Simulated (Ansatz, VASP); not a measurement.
**HfSiO4: VASP beside Ansatz**

```
Hf Si O
1.0
    -3.35664    3.35664    3.04548
     3.35664   -3.35664    3.04548
     3.35664    3.35664   -3.04548
Hf Si O
2 2 8
Direct
  0.00000 0.00000 0.00000
  0.75000 0.25000 0.50000
  0.25000 0.75000 0.50000
  0.50000 0.50000 0.00000
  0.13694 0.31942 0.81752
  0.06942 0.75190 0.68248
  0.06942 0.38694 0.31752
  0.50190 0.31942 0.18248
  0.68058 0.49810 0.81752
  0.61306 0.93058 0.68248
  0.24810 0.93058 0.31752
  0.68058 0.86306 0.18248
```

Change from the starting cell: hydrostatic strain +2.0%.

Alike in both runs: task single point; functional PBE; k mesh 6 × 6 × 6; occupations fermi-dirac, width 0.02 eV; no spin polarisation.

|  | VASP | Ansatz |
| --- | --- | --- |
| version | VASP 6.6.1 | Ansatz 0.2.0 |
| potentials or method | VASP PAW PBE potentials, release 64 (Hf_pv, Si, O) | plane waves, PAW |
| plane-wave cutoff (eV) | 520 | 420 |
| valence electrons in the cell | 76 | 108 |

Ansatz gave:

```
gap on the k mesh at the Fermi level (eV)                     : 5.12
pressure (GPa)                                                : -6.3
traceless stress, the component that is largest in VASP (GPa) : -1.48
rms of the force components (eV/Å)                            : 0.127
```

Problem. Estimate VASP's values.

Solution. gap on the k mesh at the Fermi level (eV): 5.06; pressure (GPa): -7.7; traceless stress, the component that is largest in VASP (GPa): -1.28; rms of the force components (eV/Å): 0.209.

Atom by atom the forces differ by 0.082 eV/Å (rms over components). VASP's potentials hold 76 valence electrons a cell and Ansatz's 108, so a difference there can come from the potentials and not from the codes.

Spin-orbit coupling is off throughout.
